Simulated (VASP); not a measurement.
Crystal: BN.

```
B N
1.0
     2.38417    0.00000    0.00000
    -1.19209    2.06475    0.00000
     0.00000    0.00000    7.78670
B N
4 4
Direct
  0.00000 0.00000 0.00000
  0.33333 0.66667 0.25000
  0.00000 0.00000 0.50000
  0.66667 0.33333 0.75000
  0.00000 0.00000 0.18750
  0.33333 0.66667 0.43750
  0.00000 0.00000 0.68750
  0.66667 0.33333 0.93750
```

```yaml
Program: VASP 6.6.1
Task: relaxation of cell and atoms
Functional: PBE
Potentials_or_basis: VASP PAW PBE potentials, release 64 (B, N)
Cutoff: 600 eV
k_mesh: 12 × 12 × 4
Occupations: fermi-dirac, width 0.02 eV
Spin: no spin polarisation
```

At the start: pressure 121.3 GPa; volume 4.79 Å³/atom.

**Question.** Where does the relaxation end?

**Answer.** Over 9 steps the energy falls by 375.3 meV/atom and the volume is 5.96 Å³/atom (+24.4 %); space group P6_3mc (No. 186, to 0.05 Å).

The path:
```csv
step,energy change (eV),largest force (eV/Å),pressure (GPa),volume (Å³)
1,0.0000,0.3109,121.27,38.33
2,0.4064,0.4227,-61.55,62.17
3,-2.9939,0.2197,-3.96,48.22
4,-3.0004,0.2083,-0.71,47.80
5,-3.0005,0.2028,0.89,47.59
6,-3.0006,0.2266,0.62,47.63
7,-3.0023,0.0264,0.74,47.61
8,-3.0024,0.0258,-0.45,47.76
9,-3.0025,0.0048,0.03,47.70
```

Final structure:
```cif
data_structure
_symmetry_space_group_name_H-M 'P 1'
_symmetry_Int_Tables_number 1
_cell_length_a 2.5591
_cell_length_b 2.5591
_cell_length_c 8.4105
_cell_angle_alpha 90.000
_cell_angle_beta 90.000
_cell_angle_gamma 120.000
_cell_volume 47.70
loop_
_atom_site_label
_atom_site_type_symbol
_atom_site_fract_x
_atom_site_fract_y
_atom_site_fract_z
_atom_site_occupancy
B1 B 0.00000 0.00000 0.00037 1
B2 B 0.33333 0.66667 0.24971 1
B3 B 0.00000 0.00000 0.50037 1
B4 B 0.66667 0.33333 0.74971 1
N1 N 0.00000 0.00000 0.18700 1
N2 N 0.33333 0.66667 0.43793 1
N3 N 0.00000 0.00000 0.68700 1
N4 N 0.66667 0.33333 0.93793 1
```

Caveat: the volume moved by over 15 % at a fixed basis, so the end points are rough.
